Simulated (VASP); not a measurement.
Wanted: the native input for a VASP 6.6.1 run.

```yaml
Task: relaxation of cell and atoms
Functional: PBE
Potentials_or_basis: VASP PAW PBE potentials, release 64 (Sc_sv, In_d, N)
Cutoff: 600 eV
k_mesh: 6 × 6 × 2
Occupations: gaussian, width 0.1 eV
Spin: collinear spin, ferromagnetic start
Starting_moments: "[0.0, 0.0, 0.0, 1.0, 1.0, 1.0] μB"
Dipole_correction: no
Further_INCAR_settings: ALGO = Normal; EDIFF = 1e-07; IBRION = 2; EDIFFG = -0.04; NSW = 90; ISIF = 3
```

The structure of ScIn2N3 lies in POSCAR:

```
ScIn2N3
1.0
    3.1628075800      0.0000000000      0.0000000000
    0.0000000000      3.1628075800      0.0000000000
    0.0000000000      0.0000000000      9.5758278700
Sc In N
1 2 3
Direct
    0.5000000000      0.5000000000      0.0000000000
    0.5000000000      0.5000000000      0.3248246900
    0.5000000000      0.5000000000      0.6751753100
    0.0000000000      0.0000000000      0.8390681100
    0.0000000000      0.0000000000      0.1609318900
    0.0000000000      0.0000000000      0.5000000000
```

The cell was generated, and may not be a known phase.

One way to write it, as run:

INCAR

```
ALGO = Normal
EDIFF = 1E-7
EDIFFG = -0.04
ENCUT = 600
GGA = PE
IBRION = 2
ISIF = 3
ISMEAR = 0
ISPIN = 2
LASPH = T
LCHARG = F
LMAXMIX = 4
LORBIT = 11
LREAL = F
LWAVE = F
MAGMOM = 0 0 0 1 1 1
NELM = 150
NSW = 90
PREC = Accurate
SIGMA = 0.1
```

KPOINTS

```
k-points
0
Gamma
  6 6 2
```

Potentials or basis: VASP PAW PBE potentials, release 64 (Sc_sv, In_d, N).

Launch:

```bash
$ cat potpaw_PBE.64/Sc_sv/POTCAR potpaw_PBE.64/In_d/POTCAR potpaw_PBE.64/N/POTCAR > POTCAR
$ mpirun -np 1 vasp_std > vasp.out
```

Results of the run:

| Item | Value |
| --- | --- |
| Relaxed volume | 12.32 Å³/atom |
| Relaxed cell | a = 2.915 Å, b = 2.915 Å, c = 8.699 Å, α = 90.00°, β = 90.00°, γ = 90.00° |
| Space group after relaxing (to 0.1 Å) | P4/mmm (No. 123) |
| Energy gained by relaxing | 308.1 meV/atom |
| Ionic steps | 8 |
| Pressure after relaxing | 0.1 GPa |
| Largest force after relaxing | 0.025 eV/Å |
| Band gap on the k mesh | zero (filled and empty bands overlap) |
| Net moment | 0.00 μB per cell |
| Valence electrons inside the program's atomic spheres | Sc 9.44; In 11.30; N 3.55, 3.54 (each value once) |

Caveat: the volume moved by over 15 % at a fixed basis, so the end points are rough; spin-orbit coupling is left out, which moves the levels of the heavy elements.

Wall time 51 min on 1 thread of Intel Xeon 8259CL, with other jobs on the host, peak memory 0.37 GiB.
